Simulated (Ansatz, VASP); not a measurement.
Two plane-wave programs on Mg

Contents of INCAR:

```
SYSTEM = Mg
PREC = Accurate
ENCUT = 520
EDIFF = 1E-7
ISMEAR = 0
SIGMA = 0.15
LREAL = .False.
LASPH = .True.
NELM = 80
ALGO = Normal
ISIF = 2
LWAVE = .False.
LCHARG = .False.
GGA = PS
NBANDS = 9
```

Contents of KPOINTS:

```
regular mesh
0
Gamma
  18 18 10
  0 0 0
```

POSCAR

```
Mg
1.0
    2.9525298099      0.0000000000      0.0000000000
   -1.4762649049      2.5569658208      0.0000000000
    0.0000000000      0.0000000000      5.4187432000
Mg
2
Direct
    0.3333333333      0.6666666667      0.2500000000
    0.6666666667      0.3333333333      0.7500000000
```

Input for Ansatz:

```yaml
crystal:
  lattice:
    - [2.9525298099, 0.0, 0.0]
    - [-1.4762649049, 2.5569658208, 0.0]
    - [0.0, 0.0, 5.4187432]
  atoms:
    - { symbol: Mg, position: [0.3333333333, 0.6666666667, 0.25] }
    - { symbol: Mg, position: [0.6666666667, 0.3333333333, 0.75] }
basis:
  ecutwfc: 420
kpoints:
  mp_grid: { grid: [18, 18, 10] }
hamiltonian:
  xc: pbesol
scf:
  occupations: { method: gaussian, width: 0.15 }
output:
  forces: true
  stress: true
  eigenvalues: true
```

Change from the starting cell: strain -0.080 along x and y, +0.040 along z, atoms carried along.

Alike in both runs: task single point; functional PBEsol; k mesh 18 × 18 × 10; occupations gaussian, width 0.15 eV; no spin polarisation.

|  | VASP | Ansatz |
| --- | --- | --- |
| version | VASP 6.6.1 | Ansatz 0.2.0 |
| potentials or method | VASP PAW PBE potentials, release 64 (Mg), cutoff 520 eV | scalar-relativistic, plane waves, PAW |
| valence electrons in the cell | 4 | 20 |

|  | VASP | Ansatz | Ansatz less VASP |
| --- | --- | --- | --- |
| gap on the k mesh at the Fermi level (eV) | none | none | - |
| pressure (GPa) | 5.3 | 5.3 | -0.02 |
| traceless stress, the component that is largest in VASP (GPa) | -5.56 | -5.49 | +0.063 |

VASP's potentials were made for PBE, not for PBEsol. A gap of «none» marks a metal or a gap that the smearing closes. The functional is the same, so the differences come from potentials, cutoffs and numerics. VASP's potentials hold 4 valence electrons a cell and Ansatz's 20, so a difference there can come from the potentials and not from the codes.
